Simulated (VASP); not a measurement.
Set up this calculation in VASP 6.6.1, as the native input.

- Task: single point
- Functional: LDA
- Potentials or basis: VASP PAW LDA potentials, release 64 (Si, O)
- Cutoff: 520 eV
- k mesh: 6 × 6 × 6
- Occupations: gaussian, width 0.02 eV
- Spin: no spin polarisation
- Dipole correction: no
- Further INCAR settings: ALGO = Normal; EDIFF = 1e-06; NBANDS = 44

The structure of SiO2 lies in POSCAR:

```
SiO2
1.0
   -4.5592420734      4.5592420734      2.6392566462
    4.5592420734     -4.5592420734      2.6392566462
    4.5592420734      4.5592420734     -2.6392566462
Si O
4 8
Direct
    0.1762769456      0.1762769456      0.3525538913
    0.8237230544      0.1762769456      0.0000000000
    0.1762769456      0.8237230544      0.0000000000
    0.8237230544      0.8237230544      0.6474461087
    0.5000000000      0.5000000000      0.5000000000
    0.0000000000      0.5000000000      0.0000000000
    0.5000000000      0.0000000000      0.0000000000
    0.0000000000      0.0000000000      0.5000000000
    0.0000000000      0.2047772729      0.2047772729
    0.7952227271      0.0000000000      0.7952227271
    0.2047772729      0.0000000000      0.2047772729
    0.0000000000      0.7952227271      0.7952227271
```

One way to write it, as run:

INCAR

```
SYSTEM = SiO2
PREC = Accurate ; ENCUT = 520
EDIFF = 1E-6 ; ISMEAR = 0
SIGMA = 0.02 ; LREAL = .False.
LASPH = .True. ; NELM = 80
ALGO = Normal ; ISIF = 2
LWAVE = .False. ; LCHARG = .False.
NBANDS = 44
```

KPOINTS

```
Automatic mesh
0
Gamma
  6 6 6
  0 0 0
```

Potentials or basis: VASP PAW LDA potentials, release 64 (Si, O).

The run is started by

```bash
$ cat potpaw_LDA.64/Si/POTCAR potpaw_LDA.64/O/POTCAR > POTCAR
$ mpirun -np 1 vasp_std > vasp.out
```

Results of the run:

```json
{"Pressure": "-6.8 GPa", "Largest force": "0.021 eV/Å", "Band gap on the k mesh": "5.18 eV"}
```

Caveat: the cell stands under tension.

Wall time 9 min on 1 thread of Intel Xeon 8259CL (shared host), peak memory 0.42 GiB.
